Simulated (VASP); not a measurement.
# PtSe (Fm-3m) in VASP: a series of runs

The runs below take PtSe through single point, with HF, B3LYP, HSE06.

Everything below comes from runs of VASP 6.6.1. Logs are shortened: lines on timing, memory, paths and dates and some standing lists are left out, and cuts for length are marked.

**1. The cell of the first run**

It takes space group Fm-3m (No. 225, cubic). Conventional cell: a = 5.391 Å, b = 5.391 Å, c = 5.391 Å, α = 90.00°, β = 90.00°, γ = 90.00°. Pt (site symmetry m-3m) has 6 Se at 2.70 Å within 3.6 Å. Se (site symmetry m-3m) has 6 Pt at 2.70 Å within 3.6 Å.

**2. Single point, HF**

POSCAR

```
PtSe
1.0
    0.0000000000      2.6953750537      2.6953750537
    2.6953750537      0.0000000000      2.6953750537
    2.6953750537      2.6953750537      0.0000000000
Pt Se
1 1
Direct
    0.5000000000      0.5000000000      0.5000000000
    0.0000000000      0.0000000000      0.0000000000
```

INCAR.step1

```
ALGO = Normal
EDIFF = 1E-5
ENCUT = 520
GGA = PE
ISIF = 2
ISMEAR = -1
LASPH = T
LCHARG = F
LREAL = F
LWAVE = T
NBANDS = 15
NELM = 60
PREC = Accurate
SIGMA = 0.05
```

INCAR.step2

```
AEXX = 1.0
AGGAC = 0.0
ALDAC = 0.0
ALGO = Normal
EDIFF = 1E-6
ENCUT = 520
GGA = PE
ISIF = 2
ISMEAR = -1
ISTART = 1
LASPH = T
LCHARG = F
LHFCALC = T
LREAL = F
LWAVE = F
NBANDS = 15
NELM = 60
PREC = Accurate
PRECFOCK = Normal
SIGMA = 0.05
```

KPOINTS

```
k-points
0
Gamma
  4 4 4
```

Potentials or basis: VASP PAW PBE potentials, release 64 (Pt, Se).

Command:

```bash
> cat potpaw_PBE.64/Pt/POTCAR potpaw_PBE.64/Se/POTCAR > POTCAR
> cp INCAR.step1 INCAR
> mpirun -np 1 vasp_std > vasp.out
> cp INCAR.step2 INCAR
> mpirun -np 1 vasp_std > vasp.out
```

OUTCAR:

```text
AEXX = 1.0
   EDIFF = 1E-6
   ENCUT = 520
   GGA = PE
   ISIF = 2
   ISMEAR = -1
   ISTART = 1
   LASPH = T
   LHFCALC = T
   LREAL = F
   NELM = 60
   PREC = Accurate
   PRECFOCK = Normal

 ion  position               nearest neighbor table
   1  0.500  0.500  0.500-   2 2.70   2 2.70   2 2.70   2 2.70   2 2.70   2 2.70
   2  0.000  0.000  0.000-   1 2.70   1 2.70   1 2.70   1 2.70   1 2.70   1 2.70

  LATTYP: Found a face centered cubic cell.
 ALAT       =     5.3907501074

  Lattice vectors:

 A1 = (   0.0000000000,   2.6953750537,   2.6953750537)
 A2 = (   2.6953750537,   0.0000000000,   2.6953750537)
 A3 = (   2.6953750537,   2.6953750537,   0.0000000000)

Analysis of symmetry for initial positions (statically):
=====================================================================
 Subroutine PRICEL returns:
 Original cell was already a primitive cell.

 Routine SETGRP: Setting up the symmetry group for a
 face centered cubic supercell.

 Subroutine GETGRP returns: Found 48 space group operations
 (whereof 48 operations were pure point group operations)
 out of a pool of 48 trial point group operations.

The static configuration has the point symmetry O_h .

Analysis of symmetry for dynamics (positions and initial velocities):
=====================================================================
 Subroutine PRICEL returns:
 Original cell was already a primitive cell.

 Routine SETGRP: Setting up the symmetry group for a
 face centered cubic supercell.

 Subroutine GETGRP returns: Found 48 space group operations
 (whereof 48 operations were pure point group operations)
 out of a pool of 48 trial point group operations.

The dynamic configuration has the point symmetry O_h .

 Subroutine INISYM returns: Found 48 space group operations
 (whereof 48 operations are pure point group operations),
 and found     1 'primitive' translations

----------------------------------------------------------------------------------------

                                     Primitive cell

  volume of cell :      39.1641

  direct lattice vectors                    reciprocal lattice vectors
     0.000000000  2.695375054  2.695375054    -0.185502941  0.185502941  0.185502941
     2.695375054  0.000000000  2.695375054     0.185502941 -0.185502941  0.185502941
     2.695375054  2.695375054  0.000000000     0.185502941  0.185502941 -0.185502941

  length of vectors
     3.811835957  3.811835957  3.811835957     0.321300519  0.321300519  0.321300519

  position of ions in fractional coordinates (direct lattice)
     0.500000000  0.500000000  0.500000000
     0.000000000  0.000000000  0.000000000

  ion indices of the primitive-cell ions
   primitive index   ion index
                 1           1
                 2           2

----------------------------------------------------------------------------------------

 KPOINTS: k-points

Automatic generation of k-mesh.
 Grid dimensions read from file:
 generate k-points for:    4    4    4

 Generating k-lattice:

  Cartesian coordinates                     Fractional coordinates (reciprocal lattice)
    -0.046375735  0.046375735  0.046375735     0.250000000  0.000000000  0.000000000
     0.046375735 -0.046375735  0.046375735     0.000000000  0.250000000  0.000000000
     0.046375735  0.046375735 -0.046375735     0.000000000  0.000000000  0.250000000

  Length of vectors
     0.080325130  0.080325130  0.080325130

  Shift w.r.t. Gamma in fractional coordinates (k-lattice)
     0.000000000  0.000000000  0.000000000

 Subroutine IBZKPT returns following result:
 ===========================================

 Found      8 irreducible k-points:

 Following reciprocal coordinates:
            Coordinates               Weight
  0.000000  0.000000  0.000000      1.000000
  0.250000  0.000000  0.000000      8.000000
  0.500000  0.000000  0.000000      4.000000
  0.250000  0.250000  0.000000      6.000000
  0.500000  0.250000  0.000000     24.000000
 -0.250000  0.250000  0.000000     12.000000
  0.500000  0.500000  0.000000      3.000000
 -0.250000  0.500000  0.250000      6.000000
   k-points           NKPTS =      8   k-points in BZ     NKDIM =     64   number of bands    NBANDS=     15
   number of dos      NEDOS =    301   number of ions     NIONS =      2
   total plane-waves  NPLWV =  21952
   dimension x,y,z NGX =    28 NGY =   28 NGZ =   28
   dimension x,y,z NGXF=    56 NGYF=   56 NGZF=   56
   ions per type =               1   1
   NGX,Y,Z   is equivalent  to a cutoff of  12.21, 12.21, 12.21 a.u.
   NGXF,Y,Z  is equivalent  to a cutoff of  24.42, 24.42, 24.42 a.u.
 SYSTEM =  unknown system
   PREC   = accura    normal or accurate (medium, high low for compatibility)
   ISTART =      1    job   : 0-new  1-cont  2-samecut
   ICHARG =      0    charge: 1-file 2-atom 10-const
   ISPIN  =      1    spin polarized calculation?
   LNONCOLLINEAR =      F non collinear calculations
   LSORBIT =      F    spin-orbit coupling
   LASPH  =      T    aspherical Exc in radial PAW
   ENCUT  =  520.0 eV  38.22 Ry    6.18 a.u.   7.09  7.09  7.09*2*pi/ulx,y,z
   NELM   =     60;   NELMIN=  2; NELMDL=  0     # of ELM steps
   EDIFF  = 0.1E-05   stopping-criterion for ELM
   LREAL  =      F    real-space projection
   EDIFFG = 0.1E-04   stopping-criterion for IOM
   NSW    =      0    number of steps for IOM
   IBRION =     -1    ionic relax: 0-MD 1-quasi-New 2-CG
   NFREE  =      0    steps in history (QN), initial steepest desc. (CG)
   ISIF   =      2    stress and relaxation
   ISYM   =      3    0-nonsym 1-usesym 2-fastsym
   POTIM  = 0.5000    time-step for ionic-motion
   TEBEG  =    0.0;   TEEND  =   0.0 temperature during run
   PSTRESS=    0.0 pullay stress
   NELECT =      16.0000    total number of electrons
   NUPDOWN=      -1.0000    fix difference up-down
   EMIN   =  10.00;   EMAX   =-10.00  energy-range for DOS
   EFERMI =   0.00;   METHOD = LEGACY
   ISMEAR =    -1;   SIGMA  =   0.05  broadening in eV -4-tet -1-fermi 0-gaus
   EFERMI_NEDOS =   21; number of points for ismear=-14 and -15
   IALGO  =     38    algorithm
   IMIX   =      1    mixing-type and parameters
     AMIX     =   0.40;   BMIX     =  1.00
     AMIX_MAG =   1.60;   BMIX_MAG =  1.00
  volume/ion in A,a.u.               =      19.58       132.15
  Fermi-wavevector in a.u.,A,eV,Ry     =   1.214746  2.295538 20.076877  1.475609
  Thomas-Fermi vector in A             =   2.350156
   LORBIT       =      0    0 simple, 1 ext, 2 COOP (PROOUT), +10 PAW based schemes
   GGA     = PE    functional components
   LHFCALC =     T    Hartree Fock is set to
   PRECFOCK=normal    Normal, Fast or Accurate (Low or Medium for compatibility)
   ENCUT4O =  -1.0   cutoff for four orbital integrals eV
   NKREDX  =     1    reduce k-point grid by
   NKREDY  =     1    reduce k-point grid by
   NKREDZ  =     1    reduce k-point grid by
   AEXX    =    1.0000 exact exchange contribution
   HFSCREEN=    0.0000 screening length (either q_TF or 0.3 A-1)
   HFSCREENC=   0.0000 screening length for correlation (either q_TF or 0.3 A-1)
   ENCUTFOCK=  -1.0 apply spherical cutoff to Coloumb kernel
   IVDW    =     0    specifies the selected vdW correction
   LEPSILON=     F    determine dielectric tensor
   LRPA    =     F    only Hartree local field effects (RPA)
 non-spin polarized calculation
  energy-cutoff  :      520.00
  volume of cell :       39.16
 maximum number of plane-waves:      1067
  NGX = 24; NGY = 24; NGZ = 24

 number of electron      15.9999997 magnetization

 Free energy of the ion-electron system (eV)
  ---------------------------------------------------
  ext. energy  EPLUGINS =         0.00000000
  ---------------------------------------------------
  free energy    TOTEN  =       -18.12203298 eV

  energy without entropy =      -18.10513562  energy(sigma->0) =      -18.11358430

 E-fermi :   6.4488     XC(G=0):   0.0000

 val. band max:        6.3683363332   @ k =   0.5000   0.2500   0.0000
 cond. band min:       9.2616811835   @ k =   0.5000   0.2500   0.0000
 fundamental gap:      2.8933448503
 Fermi energy:         6.4488094137

 k-point     1 :       0.0000    0.0000    0.0000
  band No.  band energies     occupation
      1     -15.5923      2.00000
      2      -1.3982      2.00000
      3      -1.3982      2.00000
      4      -1.3982      2.00000
      5       1.1790      2.00000
      6       1.1790      2.00000
      7       3.5181      2.00000
      8       3.5181      2.00000
      9       3.5181      2.00000
     10      12.6435      0.00000
     11      21.9977      0.00000
     12      23.3359      0.00000
     13      23.3359      0.00000
     14      23.3359      0.00000
     15      26.3070      0.00000

 k-point     2 :       0.2500    0.0000    0.0000
  band No.  band energies     occupation
      1     -14.7387      2.00000
      2      -2.8287      2.00000
      3      -1.8133      2.00000
      4      -1.8133      2.00000
      5      -0.4990      2.00000
      6      -0.4990      2.00000
      7       0.9876      2.00000
      8       9.7552      0.00000
      9       9.7552      0.00000
     10      15.6633      0.00000
     11      19.7171      0.00000
     12      20.8777      0.00000
     13      20.8777      0.00000
     14      24.0798      0.00000
     15      25.1587      0.00000
[... 77 lines left out ...]
      3      -2.0464      2.00000
      4      -0.1815      2.00000
      5      -0.1815      2.00000
      6       0.9013      2.00000
      7       0.9013      2.00000
      8       1.3925      2.00000
      9       4.5608      2.00000
     10      10.8453      0.00000
     11      19.6699      0.00000
     12      24.0801      0.00000
     13      26.3569      0.00000
     14      26.3569      0.00000
     15      28.6599      0.00000

 k-point     8 :      -0.2500    0.5000    0.2500
  band No.  band energies     occupation
      1     -13.6377      2.00000
      2      -2.6652      2.00000
      3      -2.4696      2.00000
      4      -2.4696      2.00000
      5      -0.1805      2.00000
      6       0.9349      2.00000
      7       0.9349      2.00000
      8       3.8483      2.00000
      9       4.0579      2.00000
     10      16.8063      0.00000
     11      19.7477      0.00000
     12      20.4963      0.00000
     13      20.4963      0.00000
     14      27.7624      0.00000
     15      27.7624      0.00000

------------------------ aborting loop because EDIFF is reached ----------------------------------------

  FORCE on cell =-STRESS in cart. coord.  units (eV):
  Direction    XX          YY          ZZ          XY          YZ          ZX
  --------------------------------------------------------------------------------------
  -------------------------------------------------------------------------------------
  Total       -1.4629270     -1.4629270     -1.4629270     -0.0000000      0.0000000      0.0000000
  in kB      -59.8474459    -59.8474459    -59.8474459     -0.0000000      0.0000000      0.0000000
  external PRESSURE =     -59.8474459 kB  Pullay stress =       0.0000000 kB

 VOLUME and BASIS-vectors are now :
 -----------------------------------------------------------------------------
  energy-cutoff  :      520.00
  volume of cell :       39.16
      direct lattice vectors                 reciprocal lattice vectors
     0.000000000  2.695375054  2.695375054    -0.185502941  0.185502941  0.185502941
     2.695375054  0.000000000  2.695375054     0.185502941 -0.185502941  0.185502941
     2.695375054  2.695375054  0.000000000     0.185502941  0.185502941 -0.185502941

 POSITION                                       TOTAL-FORCE (eV/Angst)
 -----------------------------------------------------------------------------------
      2.69538      2.69538      2.69538         0.000000     -0.000000     -0.000000
      0.00000      0.00000      0.00000        -0.000000      0.000000      0.000000
 -----------------------------------------------------------------------------------
    total drift:                               -0.000000     -0.000000      0.000000

  FREE ENERGIE OF THE ION-ELECTRON SYSTEM (eV)
  ---------------------------------------------------
  free  energy   TOTEN  =       -18.1220329760 eV

  energy  without entropy=      -18.1051356188  energy(sigma->0) =      -18.11358430
```

It took 7.1 min on 1 thread of Intel Xeon Platinum 8488C (Sapphire Rapids), shared host; peak memory 0.18 GiB.

Results:

```yaml
Free_energy: -18.1220 eV
Pressure: -6.0 GPa
Band_gap_on_the_k_mesh: zero (band 8 reaches 12.94 eV, above the bottom of band 9 at 3.52 eV)
```

Caveat: the k points lie up to 0.50 Å⁻¹ apart; the PAW data sets were made with another functional, which shifts forces and pressure a little; spin-orbit coupling is left out, which moves the levels of the heavy elements.

**3. Single point, B3LYP**

This run uses another cell than the first one, of 21.91 Å³/atom, 1.119 times its volume.

POSCAR

```
PtSe
1.0
    0.0000000000      2.7984111300      2.7984111300
    2.7984111300      0.0000000000      2.7984111300
    2.7984111300      2.7984111300      0.0000000000
Pt Se
1 1
Direct
    0.5000000000      0.5000000000      0.5000000000
    0.0000000000      0.0000000000      0.0000000000
```

INCAR.step1

```
SYSTEM = PtSe
ALGO = Normal ; EDIFF = 1E-5
ENCUT = 520 ; GGA = PE
ISIF = 2 ; ISMEAR = -1
LASPH = .TRUE. ; LREAL = .FALSE.
LWAVE = .TRUE. ; NBANDS = 15
NELM = 80 ; PREC = Accurate
SIGMA = 0.05
```

INCAR.step2

```
SYSTEM = PtSe
AEXX = 0.2 ; AGGAC = 0.81
AGGAX = 0.72 ; ALDAC = 0.19
ALGO = Normal ; EDIFF = 1E-7
ENCUT = 520 ; GGA = B3
ISIF = 2 ; ISMEAR = -1
ISTART = 1 ; LASPH = .TRUE.
LCHARG = .TRUE. ; LELF = .TRUE.
LHFCALC = .TRUE. ; LREAL = .FALSE.
LVHAR = .TRUE. ; LWAVE = .FALSE.
NBANDS = 15 ; NELM = 80
PREC = Accurate ; PRECFOCK = Normal
SIGMA = 0.05
```

KPOINTS

```
k-points
0
G
  4 4 4
  0 0 0
```

Potentials or basis: VASP PAW PBE potentials, release 64 (Pt, Se).

Command:

```bash
> cat potpaw_PBE.64/Pt/POTCAR potpaw_PBE.64/Se/POTCAR > POTCAR
> cp INCAR.step1 INCAR
> mpirun -np 1 vasp_std > vasp.out
> cp INCAR.step2 INCAR
> mpirun -np 1 vasp_std > vasp.out
```

Run time: 4.9 min. Hardware: 1 thread of Intel Xeon Platinum 8488C (Sapphire Rapids), shared host; peak memory 0.18 GiB.

Results (log left out):

```
Free energy            : -10.1416 eV
Pressure               : -9.7 GPa
Band gap on the k mesh : zero (band 8 reaches 8.00 eV, above the bottom of band 9 at 3.59 eV)
```

Levels at points of the mesh, in eV from the Fermi level:
```
           k point  band 6  band 7  band 8  band 9  band 10  band 11
(0.00, 0.00, 0.00)   -2.96   -1.72   -1.72   -1.72     1.19    11.40
(0.50, 0.00, 0.00)   -2.63   -2.23    2.68    2.68     4.37     7.23
(0.50, 0.50, 0.00)   -2.57   -2.42   -2.42   -1.60     0.61     9.08
```

Caveat: the k points lie up to 0.49 Å⁻¹ apart; the PAW data sets were made with another functional, which shifts forces and pressure a little; spin-orbit coupling is left out, which moves the levels of the heavy elements.

**4. Single point, HSE06**

This run uses another cell than the first one, of 21.91 Å³/atom, 1.119 times its volume.

POSCAR is that of step 3.

INCAR.step1

```
SYSTEM = PtSe
PREC = Accurate
ENCUT = 520
EDIFF = 1E-5
ISMEAR = -1
SIGMA = 0.05
LREAL = .FALSE.
LASPH = .TRUE.
NELM = 80
ALGO = Normal
ISIF = 2
LWAVE = .TRUE.
LCHARG = .FALSE.
NBANDS = 15
GGA = PE
```

INCAR.step2

```
SYSTEM = PtSe
PREC = Accurate
ENCUT = 520
EDIFF = 1E-7
ISMEAR = -1
SIGMA = 0.05
LREAL = .FALSE.
LASPH = .TRUE.
NELM = 80
ALGO = Normal
ISIF = 2
LWAVE = .FALSE.
LCHARG = .FALSE.
GGA = PE
LHFCALC = .TRUE.
HFSCREEN = 0.2079
PRECFOCK = Normal
NBANDS = 15
ISTART = 1
```

KPOINTS

```
Automatic mesh
0
G
  4 4 4
  0 0 0
```

Command:

```bash
> cat potpaw_PBE.64/Pt/POTCAR potpaw_PBE.64/Se/POTCAR > POTCAR
> cp INCAR.step1 INCAR
> mpirun -np 1 vasp_std > vasp.out
> cp INCAR.step2 INCAR
> mpirun -np 1 vasp_std > vasp.out
```

Wall time 4.8 min (1 thread of Intel Xeon Platinum 8488C (Sapphire Rapids), shared host); peak memory 0.27 GiB.

Results (log left out):

* Free energy: -10.7535 eV
* Pressure: -16.6 GPa
* Band gap on the k mesh: zero (band 8 reaches 7.48 eV, above the bottom of band 9 at 3.55 eV)

Levels at points of the mesh, in eV from the Fermi level:
```tsv
k point	band 5	band 6	band 7	band 8	band 9	band 10	band 11	band 12
(0.00, 0.00, 0.00)	-2.90	-2.90	-1.56	-1.56	-1.56	0.90	10.71	11.43
(0.50, 0.00, 0.00)	-2.62	-2.62	-2.19	2.38	2.38	3.85	6.80	6.80
(0.50, 0.50, 0.00)	-3.06	-2.53	-2.41	-2.41	-1.42	0.31	8.46	11.09
```

Caveat: the k points lie up to 0.49 Å⁻¹ apart; the PAW data sets were made with another functional, which shifts forces and pressure a little; spin-orbit coupling is left out, which moves the levels of the heavy elements.

**5. Summary**

| level | cell | screening parameter | gap on the mesh (eV) | pressure (GPa) |
| --- | --- | --- | --- | --- |
| HF | a = 3.812 Å, angles 60.0°, 2 atoms | - | none | -6.0 |
| B3LYP | a = 3.958 Å, angles 60.0°, 2 atoms | - | none | -9.7 |
| HSE06 | a = 3.958 Å, angles 60.0°, 2 atoms | 0.2079 1/Å | none | -16.6 |

Alike in all rows: task single point; potentials or basis VASP PAW PBE potentials, release 64 (Pt, Se); no spin polarisation; k mesh 4 × 4 × 4; cutoff (eV) 520; smearing fermi-dirac 0.05 eV.

Caveats: all runs use coarse meshes; the PAW data sets were made with another functional, which shifts forces and pressure a little; spin-orbit coupling is left out, which moves the levels of the heavy elements.

Total energies depend on the potentials used, so only differences within one code and one set of settings carry meaning.
